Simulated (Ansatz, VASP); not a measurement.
**PbAuCl3: VASP beside Ansatz**

INCAR

```
ALGO     = Normal         # electronic algorithm
EDIFF    = 1E-6           # SCF threshold, eV
ENCUT    = 520            # plane-wave cutoff, eV
GGA      = PE             # functional
ISIF     = 2              # what is computed and relaxed
ISMEAR   = 0              # smearing method
LASPH    = T              # aspherical terms in the spheres
LCHARG   = F              # write CHGCAR
LREAL    = F              # projectors in reciprocal space
LWAVE    = F              # write WAVECAR
NBANDS   = 31             # bands
NELM     = 60             # most SCF steps
PREC     = Accurate       # precision mode
SIGMA    = 0.1            # smearing width, eV
```

The input KPOINTS:

```
k-points
0
Gamma
  6 6 4
```

POSCAR

```
PbAuCl3
1.0
    4.9854505200      0.0000000000      0.0000000000
   -2.4927252600      4.3175268000      0.0000000000
    0.0000000000      0.0000000000      6.1752583000
Pb Au Cl
1 1 3
Direct
    0.0000000000      0.0000000000      0.5000000000
    0.0000000000      0.0000000000      0.0000000000
    0.5000000000      0.0000000000      0.0000000000
    0.0000000000      0.5000000000      0.0000000000
    0.5000000000      0.5000000000      0.0000000000
```

Input for Ansatz:

```yaml
crystal:
  lattice:
    - [4.98545052, 0.0, 0.0]
    - [-2.49272526, 4.3175268, 0.0]
    - [0.0, 0.0, 6.1752583]
  atoms:
    - { symbol: Pb, position: [0.0, 0.0, 0.5] }
    - { symbol: Au, position: [0.0, 0.0, 0.0] }
    - { symbol: Cl, position: [0.5, 0.0, 0.0] }
    - { symbol: Cl, position: [0.0, 0.5, 0.0] }
    - { symbol: Cl, position: [0.5, 0.5, 0.0] }
basis:
  ecutwfc: 420
kpoints:
  mp_grid: { grid: [6, 6, 4] }
hamiltonian:
  xc: pbe
scf:
  occupations: { method: gaussian, width: 0.1 }
  lower_state_search: "off"
output:
  forces: true
  stress: true
  eigenvalues: true
```

Alike in both runs: task single point; functional PBE; k mesh 6 × 6 × 4; occupations gaussian, width 0.1 eV; no spin polarisation.

```csv
,VASP,Ansatz
version,VASP 6.6.1,Ansatz 0.2.0
potentials or method,"VASP PAW PBE potentials, release 64 (Pb_d, Au, Cl), cutoff 520 eV","scalar-relativistic, plane waves, PAW"
valence electrons in the cell,46,54
```

Ansatz gave:

| Property | Result |
| --- | --- |
| gap on the k mesh at the Fermi level (eV) | none |
| pressure (GPa) | 16.5 |
| traceless stress, the component that is largest in VASP (GPa) | -18.02 |

Problem. Which values does VASP return?

Solution. gap on the k mesh at the Fermi level (eV): none; pressure (GPa): 16.3; traceless stress, the component that is largest in VASP (GPa): -17.91.

A gap of «none» marks a metal or a gap that the smearing closes. With one functional, cell and mesh, what is left measures potentials, basis and numerics. VASP's potentials hold 46 valence electrons a cell and Ansatz's 54, so a difference there can come from the potentials and not from the codes.

Spin-orbit coupling is off throughout.
